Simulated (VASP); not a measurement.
# Al4N5 in VASP: single point with PBE+D3(BJ)

Aim: the single point of Al4N5 with PBE+D3(BJ).

Everything below comes from runs of VASP 6.6.1. Logs are shortened: lines on timing, memory, paths and dates and some standing lists are left out, and cuts for length are marked.

## Step 1: The cell of the first run

The cell holds a slab with vacuum, 18 atoms: a = 6.218 Å, b = 4.978 Å, c = 22.061 Å, α = 90.00°, β = 90.00°, γ = 90.00°.

## Step 2: Single point, PBE+D3(BJ)

Input file INCAR:

```
SYSTEM = Al4N5
ALGO = Normal
DIPOL = 0.5 0.5 0.289
EDIFF = 1E-6
ENCUT = 910
GGA = PE
GGA_COMPAT = .False.
IDIPOL = 3
ISIF = 2
ISMEAR = 0
IVDW = 12
LASPH = .True.
LCHARG = .False.
LDIPOL = .True.
LREAL = Auto
LWAVE = .False.
NBANDS = 52
NELM = 120
NELMDL = -8
PREC = Accurate
SIGMA = 0.05
```

Input file KPOINTS:

```
k-points
0
Gamma
  5 6 1
  0 0 0
```

Input file POSCAR:

```
Al4N5
1.0
    6.2178777932      0.0000000000      0.0000000000
    0.0000000000      4.9778062151      0.0000000000
    0.0000000000      0.0000000000     22.0612415661
Al N
8 10
Direct
    0.0000000000      0.9984444684      0.1813134582
    0.5000000000      0.9984444684      0.1813134582
    0.2500000000      0.4984444684      0.2219944576
    0.7500000000      0.4984444684      0.2219944576
    0.2500000000      0.9927115344      0.3083994001
    0.7500000000      0.9927115344      0.3083994001
    0.0000000000      0.4640676885      0.3340308200
    0.5000000000      0.4640676885      0.3340308200
    0.0000000000      0.6165555316      0.1813134582
    0.5000000000      0.6165555316      0.1813134582
    0.2500000000      0.1165555316      0.2219944576
    0.7500000000      0.1165555316      0.2219944576
    0.2500000000      0.6144481599      0.3071137031
    0.7500000000      0.6144481599      0.3071137031
    0.0000000000      0.1109285761      0.3427387141
    0.5000000000      0.1109285761      0.3427387141
    0.1250000000      0.8609285761      0.4741909713
    0.1250000000      0.8609285761      0.5240521723
```

Potentials or basis: VASP PAW PBE potentials, release 64 (Al, N_h).

On the command line:

```
$ cat potpaw_PBE.64/Al/POTCAR potpaw_PBE.64/N_h/POTCAR > POTCAR
$ mpirun -np 1 vasp_std > vasp.out
```

OUTCAR:

```text
SYSTEM = Al4N5
   EDIFF = 1E-6
   ENCUT = 910
   GGA = PE
   ISIF = 2
   ISMEAR = 0
   IVDW = 12
   LASPH = .True.
   LREAL = Auto
   NELM = 120
   NELMDL = -8
   PREC = Accurate
 IVDW          = 12

 ion  position               nearest neighbor table
   1  0.000  0.998  0.181-  11 1.89  12 1.89   9 1.90   4 3.07   3 3.07   3 3.07   4 3.07   2 3.11
                             2 3.11   5 3.21   6 3.21
   2  0.500  0.998  0.181-  11 1.89  12 1.89  10 1.90   4 3.07   3 3.07   3 3.07   4 3.07   1 3.11
                             1 3.11   5 3.21   6 3.21
   3  0.250  0.498  0.222-   9 1.89  10 1.89  11 1.90  13 1.96   7 2.92   8 2.92   1 3.07   2 3.07
                             1 3.07   2 3.07   4 3.11   4 3.11   5 3.11   5 3.16
   4  0.750  0.498  0.222-   9 1.89  10 1.89  12 1.90  14 1.96   7 2.92   8 2.92   1 3.07   2 3.07
                             1 3.07   2 3.07   3 3.11   3 3.11   6 3.11   6 3.16
   5  0.250  0.993  0.308-  15 1.83  16 1.83  13 1.88  11 2.00   7 2.87   8 2.87   7 3.11   8 3.11
                             6 3.11   6 3.11   3 3.11   3 3.16   2 3.21   1 3.21
   6  0.750  0.993  0.308-  15 1.83  16 1.83  14 1.88  12 2.00   7 2.87   8 2.87   7 3.11   8 3.11
                             5 3.11   5 3.11   4 3.11   4 3.16   2 3.21   1 3.21
   7  0.000  0.464  0.334-  15 1.77  14 1.82  13 1.82   6 2.87   5 2.87   4 2.92   3 2.92   6 3.11
                             5 3.11   8 3.11   8 3.11
   8  0.500  0.464  0.334-  16 1.77  14 1.82  13 1.82   6 2.87   5 2.87   4 2.92   3 2.92   6 3.11
                             5 3.11   7 3.11   7 3.11
   9  0.000  0.617  0.181-   3 1.89   4 1.89   1 1.90
  10  0.500  0.617  0.181-   3 1.89   4 1.89   2 1.90
  11  0.250  0.117  0.222-   1 1.89   2 1.89   3 1.90   5 2.00
  12  0.750  0.117  0.222-   1 1.89   2 1.89   4 1.90   6 2.00
  13  0.250  0.614  0.307-   7 1.82   8 1.82   5 1.88   3 1.96
  14  0.750  0.614  0.307-   7 1.82   8 1.82   6 1.88   4 1.96
  15  0.000  0.111  0.343-   7 1.77   6 1.83   5 1.83
  16  0.500  0.111  0.343-   8 1.77   6 1.83   5 1.83
  17  0.125  0.861  0.474-  18 1.10
  18  0.125  0.861  0.524-  17 1.10

  LATTYP: Found a simple orthorhombic cell.
 ALAT       =     4.9778062151
 B/A-ratio  =     1.2491200992
 C/A-ratio  =     4.4319205314

  Lattice vectors:

 A1 = (   0.0000000000,  -4.9778062151,   0.0000000000)
 A2 = (   6.2178777932,   0.0000000000,   0.0000000000)
 A3 = (   0.0000000000,   0.0000000000,  22.0612415661)

Analysis of symmetry for initial positions (statically):
=====================================================================
 Subroutine PRICEL returns:
 Original cell was already a primitive cell.

 Routine SETGRP: Setting up the symmetry group for a
 simple orthorhombic supercell.

 Subroutine GETGRP returns: Found  1 space group operations
 (whereof  1 operations were pure point group operations)
 out of a pool of  8 trial point group operations.

The static configuration has the point symmetry C_1 .

Analysis of symmetry for dynamics (positions and initial velocities):
=====================================================================
 Subroutine PRICEL returns:
 Original cell was already a primitive cell.

 Routine SETGRP: Setting up the symmetry group for a
 simple orthorhombic supercell.

 Subroutine GETGRP returns: Found  1 space group operations
 (whereof  1 operations were pure point group operations)
 out of a pool of  8 trial point group operations.

The dynamic configuration has the point symmetry C_1 .

 Subroutine INISYM returns: Found  1 space group operations
 (whereof  1 operations are pure point group operations),
 and found     1 'primitive' translations

----------------------------------------------------------------------------------------

                                     Primitive cell

  volume of cell :     682.8261

  direct lattice vectors                    reciprocal lattice vectors
     6.217877793  0.000000000  0.000000000     0.160826577  0.000000000  0.000000000
     0.000000000  4.977806215  0.000000000     0.000000000  0.200891709  0.000000000
     0.000000000  0.000000000 22.061241566     0.000000000  0.000000000  0.045328365

  length of vectors
     6.217877793  4.977806215 22.061241566     0.160826577  0.200891709  0.045328365

  position of ions in fractional coordinates (direct lattice)
     0.000000000  0.998444468  0.181313458
     0.500000000  0.998444468  0.181313458
     0.250000000  0.498444468  0.221994458
     0.750000000  0.498444468  0.221994458
     0.250000000  0.992711534  0.308399400
     0.750000000  0.992711534  0.308399400
[... 10 lines left out ...]
     0.125000000  0.860928576  0.474190971
     0.125000000  0.860928576  0.524052172

  ion indices of the primitive-cell ions
   primitive index   ion index
                 1           1
                 2           2
                 3           3
                 4           4
                 5           5
                 6           6
[... 10 lines left out ...]
                17          17
                18          18

----------------------------------------------------------------------------------------

 KPOINTS: k-points

Automatic generation of k-mesh.
 Grid dimensions read from file:
 generate k-points for:    5    6    1

 Generating k-lattice:

  Cartesian coordinates                     Fractional coordinates (reciprocal lattice)
     0.032165315  0.000000000  0.000000000     0.200000000  0.000000000  0.000000000
     0.000000000  0.033481952  0.000000000     0.000000000  0.166666667  0.000000000
     0.000000000  0.000000000  0.045328365     0.000000000  0.000000000  1.000000000

  Length of vectors
     0.032165315  0.033481952  0.045328365

  Shift w.r.t. Gamma in fractional coordinates (k-lattice)
     0.000000000  0.000000000  0.000000000

 Subroutine IBZKPT returns following result:
 ===========================================

 Found     16 irreducible k-points:

 Following reciprocal coordinates:
            Coordinates               Weight
  0.000000  0.000000  0.000000      1.000000
  0.200000  0.000000  0.000000      2.000000
  0.400000  0.000000  0.000000      2.000000
  0.000000  0.166667  0.000000      2.000000
  0.200000  0.166667  0.000000      2.000000
 -0.200000  0.166667  0.000000      2.000000
[... 8 lines left out ...]
  0.200000  0.500000  0.000000      2.000000
  0.400000  0.500000  0.000000      2.000000
   k-points           NKPTS =     16   k-points in BZ     NKDIM =     16   number of bands    NBANDS=     52
   number of dos      NEDOS =    301   number of ions     NIONS =     18
   total plane-waves  NPLWV = 716800
   dimension x,y,z NGX =    64 NGY =   50 NGZ =  224
   dimension x,y,z NGXF=   128 NGYF=  100 NGZF=  448
   ions per type =               8  10
   NGX,Y,Z   is equivalent  to a cutoff of  17.11, 16.70, 16.88 a.u.
   NGXF,Y,Z  is equivalent  to a cutoff of  34.22, 33.40, 33.76 a.u.
 SYSTEM =  Al4N5
   PREC   = accura    normal or accurate (medium, high low for compatibility)
   ISTART =      0    job   : 0-new  1-cont  2-samecut
   ICHARG =      2    charge: 1-file 2-atom 10-const
   ISPIN  =      1    spin polarized calculation?
   LNONCOLLINEAR =      F non collinear calculations
   LSORBIT =      F    spin-orbit coupling
   LASPH  =      T    aspherical Exc in radial PAW
   ENCUT  =  910.0 eV  66.88 Ry    8.18 a.u.  15.29 12.24 54.26*2*pi/ulx,y,z
   NELM   =    120;   NELMIN=  2; NELMDL= -8     # of ELM steps
   EDIFF  = 0.1E-05   stopping-criterion for ELM
   LREAL  =      T    real-space projection
   EDIFFG = 0.1E-04   stopping-criterion for IOM
   NSW    =      0    number of steps for IOM
   IBRION =     -1    ionic relax: 0-MD 1-quasi-New 2-CG
   NFREE  =      0    steps in history (QN), initial steepest desc. (CG)
   ISIF   =      2    stress and relaxation
   ISYM   =      2    0-nonsym 1-usesym 2-fastsym
   POTIM  = 0.5000    time-step for ionic-motion
   TEBEG  =    0.0;   TEEND  =   0.0 temperature during run
   PSTRESS=    0.0 pullay stress
   NELECT =      74.0000    total number of electrons
   NUPDOWN=      -1.0000    fix difference up-down
   EMIN   =  10.00;   EMAX   =-10.00  energy-range for DOS
   EFERMI =   0.00;   METHOD = LEGACY
   ISMEAR =     0;   SIGMA  =   0.05  broadening in eV -4-tet -1-fermi 0-gaus
   EFERMI_NEDOS =   21; number of points for ismear=-14 and -15
   IALGO  =     38    algorithm
   IMIX   =      4    mixing-type and parameters
     AMIX     =   0.40;   BMIX     =  1.00
     AMIX_MAG =   1.60;   BMIX_MAG =  1.00
  volume/ion in A,a.u.               =      37.93       256.00
  Fermi-wavevector in a.u.,A,eV,Ry     =   0.780516  1.474962  8.288749  0.609206
  Thomas-Fermi vector in A             =   1.883844
   LORBIT       =      0    0 simple, 1 ext, 2 COOP (PROOUT), +10 PAW based schemes
   GGA     = PE    functional components
   LHFCALC =     F    Hartree Fock is set to
   AEXX    =    0.0000 exact exchange contribution
   IVDW    =    12    specifies the selected vdW correction
   LEPSILON=     F    determine dielectric tensor
   LRPA    =     F    only Hartree local field effects (RPA)
 non-spin polarized calculation
 Gauss-broadening in eV      SIGMA  =   0.05
  energy-cutoff  :      910.00
  volume of cell :      682.83
 maximum number of plane-waves:     42627
 NGX is ok and might be reduce to    64
   NGX = 31   NGY = 25   NGZ =109

 dipolmoment           0.000000      0.000000     -0.000212 electrons x Angstroem

 number of electron      73.9999999 magnetization

 dipolmoment           0.000000      0.000000      0.058521 electrons x Angstroem

 Free energy of the ion-electron system (eV)
  ---------------------------------------------------
  ext. energy  EPLUGINS =         0.00000000
  ---------------------------------------------------
  free energy    TOTEN  =      -126.90777201 eV

  energy without entropy =     -126.90777201  energy(sigma->0) =     -126.90777201

 E-fermi :  -1.5967     XC(G=0):  -3.9103

 val. band max:       -1.8726196210   @ k =   0.0000   0.5000   0.0000
 cond. band min:      -0.4225216033   @ k =   0.0000   0.0000   0.0000
 fundamental gap:      1.4500980177
 Fermi energy:        -1.5967280630

 k-point     1 :       0.0000    0.0000    0.0000
  band No.  band energies     occupation
      1     -24.9297      2.00000
      2     -17.1856      2.00000
      3     -16.0234      2.00000
      4     -16.0029      2.00000
      5     -15.1517      2.00000
      6     -14.7448      2.00000
[... 41 lines left out ...]
     48       3.7253      0.00000
     49       3.8036      0.00000

 k-point     2 :       0.2000    0.0000    0.0000
  band No.  band energies     occupation
      1     -24.9297      2.00000
      2     -17.1009      2.00000
      3     -16.1637      2.00000
      4     -15.9548      2.00000
      5     -15.2576      2.00000
      6     -14.6998      2.00000
[... 41 lines left out ...]
     48       3.7279      0.00000
     49       3.8916      0.00000

 k-point     3 :       0.4000    0.0000    0.0000
  band No.  band energies     occupation
      1     -24.9297      2.00000
      2     -16.8606      2.00000
      3     -16.5127      2.00000
      4     -15.7650      2.00000
      5     -15.5026      2.00000
      6     -14.5853      2.00000
[... 665 lines left out ...]
     48       4.0992      0.00000
     49       4.2924      0.00000

 k-point    16 :       0.4000    0.5000    0.0000
  band No.  band energies     occupation
      1     -24.9290      2.00000
      2     -16.3997      2.00000
      3     -16.1412      2.00000
      4     -15.9583      2.00000
      5     -15.6810      2.00000
      6     -14.7865      2.00000
[... 41 lines left out ...]
     48       4.4828      0.00000
     49       4.7144      0.00000
 [bands above 49 left out]

------------------------ aborting loop because EDIFF is reached ----------------------------------------

 vacuum level on the upper side and lower side of the slab       (xc-potential included)         0.061        -0.276

 Edisp (eV)   -2.82396

 E8    (eV) :    -1.1404

  FORCE on cell =-STRESS in cart. coord.  units (eV):
  Direction    XX          YY          ZZ          XY          YZ          ZX
  --------------------------------------------------------------------------------------
  -------------------------------------------------------------------------------------
  Total       5.24380    -3.95152    -5.02532    -0.07515     1.39159     0.07464
  in kB      12.30401    -9.27180   -11.79136    -0.17634     3.26522     0.17514
  external pressure =       -2.92 kB  Pullay stress =        0.00 kB

 VOLUME and BASIS-vectors are now :
 -----------------------------------------------------------------------------
  energy-cutoff  :      910.00
  volume of cell :      682.83
      direct lattice vectors                 reciprocal lattice vectors
     6.217877793  0.000000000  0.000000000     0.160826577  0.000000000  0.000000000
     0.000000000  4.977806215  0.000000000     0.000000000  0.200891709  0.000000000
     0.000000000  0.000000000 22.061241566     0.000000000  0.000000000  0.045328365

 POSITION                                       TOTAL-FORCE (eV/Angst)
 -----------------------------------------------------------------------------------
      0.00000      4.97006      4.00000        -0.000157     -1.586591      2.232084
      3.10894      4.97006      4.00000        -0.000003     -1.588499      2.224595
      1.55447      2.48116      4.89747        -0.000784      0.813995     -1.837872
      4.66341      2.48116      4.89747         0.001675      0.810377     -1.846348
      1.55447      4.94153      6.80367        -0.027757     -0.023580     -0.003710
      4.66341      4.94153      6.80367         0.030265     -0.006993     -0.018895
[... 10 lines left out ...]
      0.77723      4.28554     10.46124         0.052031     -0.191015     -0.442876
      0.77723      4.28554     11.56124        -0.019395      0.087245      0.453542
 -----------------------------------------------------------------------------------
    total drift:                                0.000205      0.004690      0.003806

  FREE ENERGIE OF THE ION-ELECTRON SYSTEM (eV)
  ---------------------------------------------------
  free  energy   TOTEN  =      -129.7317325583 eV

  energy  without entropy=     -129.7317325583  energy(sigma->0) =     -129.73173256

 vacuum level on the upper side and lower side of the slab         3.324         2.980
```

It took 77 min on 1 thread of AMD EPYC 7R43 (Zen 3), shared host; peak memory 1.7 GiB.

Results:

```
Free energy                : -129.7317 eV
Largest force              : 2.739 eV/Å
Band gap on the k mesh     : 1.45 eV (least direct gap 1.46 eV)
Dispersion energy per atom : -0.157 eV
```

Forces on the atoms (eV/Å):
```
Al   0.000 -1.587  2.232
Al   0.000 -1.588  2.225
Al  -0.001  0.814 -1.838
Al   0.002  0.810 -1.846
Al  -0.028 -0.024 -0.004
Al   0.030 -0.007 -0.019
Al   0.015 -0.005 -0.002
Al  -0.013  0.013 -0.019
N   -0.001  0.682  0.636
N    0.001  0.681  0.638
N    0.003  0.095 -0.999
N   -0.004  0.094 -1.002
N    0.009  0.032 -0.009
N   -0.010  0.040  0.010
N   -0.038  0.062 -0.059
N    0.002 -0.010  0.044
N    0.052 -0.191 -0.443
N   -0.019  0.087  0.454
```
